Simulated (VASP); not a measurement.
## ZnS: vibrations by perturbation theory with LDA

ZnS:

```xyz
2
Lattice="2.5670 2.5670 0.0000 -2.5670 2.5670 0.0000 0.0000 2.5670 2.5670" Properties=species:S:1:pos:R:3 pbc="T T T"
Zn    1.2835    3.8506    1.2835
S     0.0000    0.0000    0.0000
```

```yaml
Program: VASP 6.6.1
Task: vibrations by perturbation theory
Functional: LDA
Potentials_or_basis: VASP PAW LDA potentials, release 64 (Zn, S)
Cutoff: 520 eV
k_mesh: 8 × 8 × 8
Occupations: gaussian, width 0.01 eV
Spin: no spin polarisation
Dipole_correction: no
Further_INCAR_settings: ALGO = Normal; EDIFF = 1e-08; IBRION = 8; NSW = 1
```

| Quantity | Value |
| --- | --- |
| Highest phonon frequency at Γ, LO-TO splitting left out | 341 cm⁻¹ |

Phonon frequencies in cm⁻¹ (negative: imaginary):
| q point | frequencies |
| --- | --- |
| (0.000, 0.000, 0.000) | 0 0 0 341 341 341 |

It took 68 s on 1 thread of Intel(R) Xeon(R) Platinum 8559C (Emerald Rapids), on a shared host, peak memory 0.23 GiB.

Caveat: the cell wasn't relaxed at this level first, which shifts response properties.
